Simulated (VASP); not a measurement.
# C (Imma) in VASP: a series of runs

The runs below take C through single point, with r2SCAN.

All numbers are computed with VASP 6.6.1; they aren't measurements. Logs are shortened: lines on timing, memory, paths and dates and some standing lists are left out, and cuts for length are marked.

### 1 The cell of the first run

The typed cell holds 2 atoms: a = 2.521 Å, b = 2.518 Å, c = 2.518 Å, α = 59.92°, β = 59.96°, γ = 59.96°.

### 2 Single point, r2SCAN (strain +0.0025 x Voigt [0, 0, 0, 1, 0, 0])

POSCAR reads:

```
C
1.0
    0.0000000000      1.7823668848      1.7823668848
    1.7801417077      0.0022251771      1.7801417077
    1.7801417077      1.7801417077      0.0022251771
C
2
Direct
    0.5000000000      0.5000000000      0.5000000000
    0.7500000000      0.7500000000      0.7500000000
```

INCAR.step1 reads:

```
PREC = Accurate ; ENCUT = 520
ISMEAR = 0 ; SIGMA = 0.05
LREAL = False ; LASPH = True
NELM = 60 ; NBANDS = 11
GGA = PE ; ALGO = Normal
EDIFF = 1E-4 ; LWAVE = True
LCHARG = False
```

INCAR.step2 reads:

```
PREC = Accurate ; ENCUT = 520
EDIFF = 1E-6 ; ISMEAR = 0
SIGMA = 0.05 ; LREAL = False
LASPH = True ; NELM = 60
ALGO = Normal ; ISIF = 2
LWAVE = False ; LCHARG = True
METAGGA = R2SCAN ; LMIXTAU = True
LELF = True ; LVHAR = True
NBANDS = 11 ; ISTART = 1
```

KPOINTS reads:

```
regular mesh
0
Gamma
  12 12 12
```

Potentials or basis: VASP PAW PBE potentials, release 64 (C).

Launch:

```bash
> cat potpaw_PBE.64/C/POTCAR > POTCAR
> cp INCAR.step1 INCAR
> mpirun -np 1 vasp_std > vasp.out
> cp INCAR.step2 INCAR
> mpirun -np 1 vasp_std > vasp.out
```

OUTCAR:

```text
PREC = Accurate
   ENCUT = 520
   EDIFF = 1E-6
   ISMEAR = 0
   LREAL = False
   LASPH = True
   NELM = 60
   ISIF = 2
   METAGGA = R2SCAN
   ISTART = 1

 ion  position               nearest neighbor table
   1  0.500  0.500  0.500-   2 1.54   2 1.54   2 1.54   2 1.54
   2  0.750  0.750  0.750-   1 1.54   1 1.54   1 1.54   1 1.54

  LATTYP: Found a body centered orthorhombic cell.
 ALAT       =     2.5143536703
 B/A-ratio  =     1.0025031289
 C/A-ratio  =     1.4159835418

  Lattice vectors:

 A1 = (  -1.7801417077,   1.7801417077,   0.0022251771)
 A2 = (  -1.7801417077,  -1.7801417077,  -0.0022251771)
 A3 = (   1.7801417077,   0.0022251771,   1.7801417077)

Analysis of symmetry for initial positions (statically):
=====================================================================
 Subroutine PRICEL returns:
 Original cell was already a primitive cell.

 Routine SETGRP: Setting up the symmetry group for a
 body centered orthorhombic supercell.

 Subroutine GETGRP returns: Found  8 space group operations
 (whereof  4 operations were pure point group operations)
 out of a pool of  8 trial point group operations.

The static configuration has the point symmetry C_2v.
 The point group associated with its full space group is D_2h.

Analysis of symmetry for dynamics (positions and initial velocities):
=====================================================================
 Subroutine PRICEL returns:
 Original cell was already a primitive cell.

 Routine SETGRP: Setting up the symmetry group for a
 body centered orthorhombic supercell.

 Subroutine GETGRP returns: Found  8 space group operations
 (whereof  4 operations were pure point group operations)
 out of a pool of  8 trial point group operations.

The dynamic configuration has the point symmetry C_2v.
 The point group associated with its full space group is D_2h.

 Subroutine INISYM returns: Found  8 space group operations
 (whereof  4 operations are pure point group operations),
 and found     1 'primitive' translations

----------------------------------------------------------------------------------------

                                     Primitive cell

  volume of cell :      11.2822

  direct lattice vectors                    reciprocal lattice vectors
     0.000000000  1.782366885  1.782366885    -0.280876516  0.280525858  0.280525858
     1.780141708  0.002225177  1.780141708     0.280876516 -0.281228051  0.281228051
     1.780141708  1.780141708  0.002225177     0.280876516  0.281228051 -0.281228051

  length of vectors
     2.520647422  2.517501529  2.517501529     0.486087576  0.486898398  0.486898398

  position of ions in fractional coordinates (direct lattice)
     0.500000000  0.500000000  0.500000000
     0.750000000  0.750000000  0.750000000

  ion indices of the primitive-cell ions
   primitive index   ion index
                 1           1
                 2           2

----------------------------------------------------------------------------------------

 KPOINTS: regular mesh

Automatic generation of k-mesh.
 Grid dimensions read from file:
 generate k-points for:   12   12   12

 Generating k-lattice:

  Cartesian coordinates                     Fractional coordinates (reciprocal lattice)
    -0.023406376  0.023377155  0.023377155     0.083333333  0.000000000  0.000000000
     0.023406376 -0.023435671  0.023435671     0.000000000  0.083333333  0.000000000
     0.023406376  0.023435671 -0.023435671     0.000000000  0.000000000  0.083333333

  Length of vectors
     0.040507298  0.040574866  0.040574866

  Shift w.r.t. Gamma in fractional coordinates (k-lattice)
     0.000000000  0.000000000  0.000000000

 Subroutine IBZKPT returns following result:
 ===========================================

 Found    280 irreducible k-points:

 Following reciprocal coordinates:
            Coordinates               Weight
  0.000000  0.000000  0.000000      1.000000
  0.083333  0.000000 -0.000000      4.000000
  0.166667  0.000000  0.000000      4.000000
  0.250000  0.000000  0.000000      4.000000
  0.333333  0.000000  0.000000      4.000000
  0.416667  0.000000  0.000000      4.000000
[... 16 lines left out ...]
  0.250000  0.166667 -0.000000      8.000000
  0.333333  0.166667 -0.000000      8.000000
 [... further k-points ...]
   k-points           NKPTS =    280   k-points in BZ     NKDIM =    280   number of bands    NBANDS=     11
   number of dos      NEDOS =    301   number of ions     NIONS =      2
   total plane-waves  NPLWV =   8000
   dimension x,y,z NGX =    20 NGY =   20 NGZ =   20
   dimension x,y,z NGXF=    40 NGYF=   40 NGZF=   40
   ions per type =               2
   NGX,Y,Z   is equivalent  to a cutoff of  13.19, 13.21, 13.21 a.u.
   NGXF,Y,Z  is equivalent  to a cutoff of  26.38, 26.41, 26.41 a.u.
 SYSTEM =  unknown system
   PREC   = accura    normal or accurate (medium, high low for compatibility)
   ISTART =      1    job   : 0-new  1-cont  2-samecut
   ICHARG =      0    charge: 1-file 2-atom 10-const
   ISPIN  =      1    spin polarized calculation?
   LNONCOLLINEAR =      F non collinear calculations
   LSORBIT =      F    spin-orbit coupling
   LASPH  =      T    aspherical Exc in radial PAW
   ENCUT  =  520.0 eV  38.22 Ry    6.18 a.u.   4.69  4.68  4.68*2*pi/ulx,y,z
   NELM   =     60;   NELMIN=  2; NELMDL=  0     # of ELM steps
   EDIFF  = 0.1E-05   stopping-criterion for ELM
   LREAL  =      F    real-space projection
   EDIFFG = 0.1E-04   stopping-criterion for IOM
   NSW    =      0    number of steps for IOM
   IBRION =     -1    ionic relax: 0-MD 1-quasi-New 2-CG
   NFREE  =      0    steps in history (QN), initial steepest desc. (CG)
   ISIF   =      2    stress and relaxation
   ISYM   =      2    0-nonsym 1-usesym 2-fastsym
   POTIM  = 0.5000    time-step for ionic-motion
   TEBEG  =    0.0;   TEEND  =   0.0 temperature during run
   PSTRESS=    0.0 pullay stress
   NELECT =       8.0000    total number of electrons
   NUPDOWN=      -1.0000    fix difference up-down
   EMIN   =  10.00;   EMAX   =-10.00  energy-range for DOS
   EFERMI =   0.00;   METHOD = LEGACY
   ISMEAR =     0;   SIGMA  =   0.05  broadening in eV -4-tet -1-fermi 0-gaus
   EFERMI_NEDOS =   21; number of points for ismear=-14 and -15
   IALGO  =     38    algorithm
   IMIX   =      4    mixing-type and parameters
     AMIX     =   0.40;   BMIX     =  1.00
     AMIX_MAG =   1.60;   BMIX_MAG =  1.00
  volume/ion in A,a.u.               =       5.64        38.07
  Fermi-wavevector in a.u.,A,eV,Ry     =   1.459846  2.758710 28.996074  2.131151
  Thomas-Fermi vector in A             =   2.576365
   LORBIT       =      0    0 simple, 1 ext, 2 COOP (PROOUT), +10 PAW based schemes
   METAGGA = R2SCAN    functional components
   LHFCALC =     F    Hartree Fock is set to
   AEXX    =    0.0000 exact exchange contribution
   IVDW    =     0    specifies the selected vdW correction
   LEPSILON=     F    determine dielectric tensor
   LRPA    =     F    only Hartree local field effects (RPA)
 non-spin polarized calculation
 Gauss-broadening in eV      SIGMA  =   0.05
  energy-cutoff  :      520.00
  volume of cell :       11.28
 maximum number of plane-waves:       314
   NGX =  9   NGY =  9   NGZ =  9

 number of electron       7.9999999 magnetization

 Free energy of the ion-electron system (eV)
  ---------------------------------------------------
  ext. energy  EPLUGINS =         0.00000000
  ---------------------------------------------------
  free energy    TOTEN  =       -19.65708428 eV

  energy without entropy =      -19.65708428  energy(sigma->0) =      -19.65708428

 E-fermi :  10.1689     XC(G=0): -14.2878

 val. band max:        9.7921628806   @ k =   0.0000   0.0000   0.0000
 cond. band min:      14.1468120293   @ k =   0.0000   0.3333   0.3333
 fundamental gap:      4.3546491486
 Fermi energy:        10.1688585094

 k-point     1 :       0.0000    0.0000    0.0000
  band No.  band energies     occupation
      1     -12.9789      2.00000
      2       9.7919      2.00000
      3       9.7920      2.00000
      4       9.7922      2.00000
      5      15.6034      0.00000
      6      15.6421      0.00000
      7      15.6817      0.00000
      8      23.7412      0.00000
      9      30.2608      0.00000
     10      37.2406      0.00000
     11      37.2408      0.00000

 k-point     2 :       0.0833    0.0000   -0.0000
  band No.  band energies     occupation
      1     -12.7775      2.00000
      2       8.4627      2.00000
      3       9.4468      2.00000
      4       9.4475      2.00000
      5      16.0817      0.00000
      6      16.1338      0.00000
      7      16.4050      0.00000
      8      23.9395      0.00000
      9      30.6046      0.00000
     10      35.1784      0.00000
     11      35.2009      0.00000

 k-point     3 :       0.1667    0.0000    0.0000
  band No.  band energies     occupation
      1     -12.1762      2.00000
      2       5.7551      2.00000
      3       8.7002      2.00000
      4       8.7005      2.00000
      5      17.0645      0.00000
      6      17.1134      0.00000
      7      17.5736      0.00000
      8      24.5108      0.00000
      9      31.3245      0.00000
     10      33.5303      0.00000
     11      33.5660      0.00000

 k-point     4 :       0.2500    0.0000    0.0000
  band No.  band energies     occupation
      1     -11.1846      2.00000
      2       2.7473      2.00000
      3       7.9310      2.00000
      4       7.9327      2.00000
      5      17.9764      0.00000
      6      18.0230      0.00000
      7      18.3482      0.00000
      8      25.3076      0.00000
      9      31.7685      0.00000
     10      33.1191      0.00000
     11      33.1679      0.00000

 k-point     5 :       0.3333    0.0000    0.0000
  band No.  band energies     occupation
      1      -9.8276      2.00000
      2      -0.1825      2.00000
      3       7.3205      2.00000
      4       7.3246      2.00000
      5      18.4897      0.00000
      6      18.5348      0.00000
      7      18.7665      0.00000
      8      26.0332      0.00000
      9      32.0104      0.00000
     10      34.0380      0.00000
     11      34.0993      0.00000
[... 211 lines left out ...]
 k-point    21 :       0.0833    0.1667   -0.0000
  band No.  band energies     occupation
      1     -12.2400      2.00000
      2       6.6920      2.00000
      3       7.9546      2.00000
      4       8.7721      2.00000
      5      15.7440      0.00000
      6      18.0103      0.00000
      7      18.0219      0.00000
      8      24.0193      0.00000
      9      31.3852      0.00000
     10      31.6160      0.00000
     11      36.1892      0.00000

 k-point    22 :       0.1667    0.1667   -0.0000
  band No.  band energies     occupation
      1     -11.9070      2.00000
      2       7.0445      2.00000
      3       7.0445      2.00000
      4       7.3556      2.00000
      5      14.9510      0.00000
      6      19.3401      0.00000
      7      19.3405      0.00000
      8      23.1374      0.00000
      9      30.5641      0.00000
     10      31.9544      0.00000
     11      38.6088      0.00000

 k-point    23 :       0.2500    0.1667   -0.0000
  band No.  band energies     occupation
      1     -11.1792      2.00000
      2       4.7942      2.00000
      3       6.2506      2.00000
      4       6.9134      2.00000
      5      15.2399      0.00000
      6      20.5127      0.00000
      7      20.5608      0.00000
      8      22.3324      0.00000
      9      30.7569      0.00000
     10      32.6300      0.00000
     11      38.1068      0.00000

 k-point    24 :       0.3333    0.1667   -0.0000
  band No.  band energies     occupation
      1     -10.0707      2.00000
      2       2.0778      2.00000
      3       5.7105      2.00000
      4       6.1138      2.00000
      5      16.1175      0.00000
      6      21.2002      0.00000
      7      21.2958      0.00000
      8      22.2351      0.00000
      9      31.8355      0.00000
     10      32.8492      0.00000
     11      38.0018      0.00000

 [... further k-points ...]
[... 5 lines left out ...]
  --------------------------------------------------------------------------------------
  -------------------------------------------------------------------------------------
  Total        0.0785543      0.0788699      0.0788699      0.0000000     -0.1043054      0.0000000
  in kB       11.1554643     11.2002767     11.2002767      0.0000000    -14.8123609      0.0000000
  external PRESSURE =      11.1853393 kB  Pullay stress =       0.0000000 kB

 VOLUME and BASIS-vectors are now :
 -----------------------------------------------------------------------------
  energy-cutoff  :      520.00
  volume of cell :       11.28
      direct lattice vectors                 reciprocal lattice vectors
     0.000000000  1.782366885  1.782366885    -0.280876516  0.280525858  0.280525858
     1.780141708  0.002225177  1.780141708     0.280876516 -0.281228051  0.281228051
     1.780141708  1.780141708  0.002225177     0.280876516  0.281228051 -0.281228051

 POSITION                                       TOTAL-FORCE (eV/Angst)
 -----------------------------------------------------------------------------------
      1.78014      1.78237      1.78237         0.006428     -0.000000     -0.000000
      2.67021      2.67355      2.67355        -0.006428      0.000000      0.000000
 -----------------------------------------------------------------------------------
    total drift:                                0.000000     -0.000000      0.000000

  FREE ENERGIE OF THE ION-ELECTRON SYSTEM (eV)
  ---------------------------------------------------
  free  energy   TOTEN  =       -19.6570842787 eV

  energy  without entropy=      -19.6570842787  energy(sigma->0) =      -19.65708428
```

Run time: 46 s. Hardware: 1 thread of Intel Xeon 6975P-C (Granite Rapids), shared host; peak memory 0.14 GiB.

Results:

```
Free energy            : -19.6571 eV
Pressure               : 1.1 GPa
Largest force          : 0.006 eV/Å
Band gap on the k mesh : 4.35 eV, indirect (least direct gap 5.81 eV)
```

Forces in eV/Å, atoms in the order of the input:
```
C    0.006  0.000  0.000
C   -0.006  0.000  0.000
```

Stress tensor (GPa, compression positive):
```
 1.12  0.00  0.00
 0.00  1.12 -1.48
 0.00 -1.48  1.12
```

Caveat: the cell differs from its parent crystal (strain +0.0025 x Voigt [0, 0, 0, 1, 0, 0]); the PAW data sets were made with another functional, which shifts forces and pressure a little. A k mesh can miss the band edges.

### 3 Single point, r2SCAN (strain +0.0125 x Voigt [0, 0, 0, 1, 0, 0])

POSCAR reads:

```
C
1.0
    0.0000000000      1.7912675934      1.7912675934
    1.7801417077      0.0111258857      1.7801417077
    1.7801417077      1.7801417077      0.0111258857
C
2
Direct
    0.5000000000      0.5000000000      0.5000000000
    0.7500000000      0.7500000000      0.7500000000
```

INCAR.step1 reads:

```
  PREC = Accurate
  ENCUT = 910
  ISMEAR = 0
  SIGMA = 0.05
  LREAL = False
  LASPH = True
  NELM = 120
  NBANDS = 11
  GGA = PE
  ALGO = Normal
  EDIFF = 1E-5
  LWAVE = True
  LCHARG = False
  GGA_COMPAT = False
```

INCAR.step2 reads:

```
  PREC = Accurate
  ENCUT = 910
  EDIFF = 1E-6
  ISMEAR = 0
  SIGMA = 0.05
  LREAL = False
  LASPH = True
  NELM = 120
  ALGO = Normal
  ISIF = 2
  LWAVE = False
  LCHARG = False
  METAGGA = R2SCAN
  LMIXTAU = True
  NBANDS = 11
  ISTART = 1
  GGA_COMPAT = False
```

KPOINTS is that of step 2.

Potentials or basis: VASP PAW PBE potentials, release 64 (C_h).

Launch:

```bash
> cat potpaw_PBE.64/C_h/POTCAR > POTCAR
> cp INCAR.step1 INCAR
> mpirun -np 1 vasp_std > vasp.out
> cp INCAR.step2 INCAR
> mpirun -np 1 vasp_std > vasp.out
```

Run time: 3.3 min. Hardware: 1 thread of Intel Xeon Platinum 8375C at 2.90GHz (Ice Lake), shared host; peak memory 0.2 GiB.

It converged, with:

```
Free energy            : -19.7163 eV
Pressure               : -0.8 GPa
Largest force          : 0.026 eV/Å
Band gap on the k mesh : 4.37 eV, indirect (least direct gap 5.70 eV)
```

Forces in eV/Å, atoms in the order of the input:
```
C    0.026  0.000  0.000
C   -0.026  0.000  0.000
```

Stress tensor (GPa, compression positive):
```
-0.83  0.00  0.00
 0.00 -0.72 -7.36
 0.00 -7.36 -0.72
```

Levels at points of the mesh, in eV from the valence-band top:
```tsv
k point	band 1	band 2	band 3	band 4	band 5	band 6	band 7	band 8
(0.00, 0.00, 0.00)	-22.75	0.00	0.00	0.00	5.70	5.88	6.09	13.99
(0.50, 0.00, 0.00)	-16.86	-14.08	-2.94	-2.91	8.83	9.08	9.42	16.80
(0.00, 0.50, 0.00)	-16.68	-14.09	-3.06	-3.02	8.80	8.90	9.18	16.77
(0.50, 0.50, 0.00)	-13.61	-13.61	-6.68	-6.68	5.04	5.04	17.99	17.99
(0.00, 0.50, 0.50)	-13.68	-13.53	-6.81	-6.55	4.78	5.30	17.99	18.02
```

Caveat: the cell differs from its parent crystal (strain +0.0125 x Voigt [0, 0, 0, 1, 0, 0]); the cutoff is under 1.25 times the usual one of these potentials, so pressure, stress and relaxed cells hold a basis-set (Pulay) error; the PAW data sets were made with another functional, which shifts forces and pressure a little.
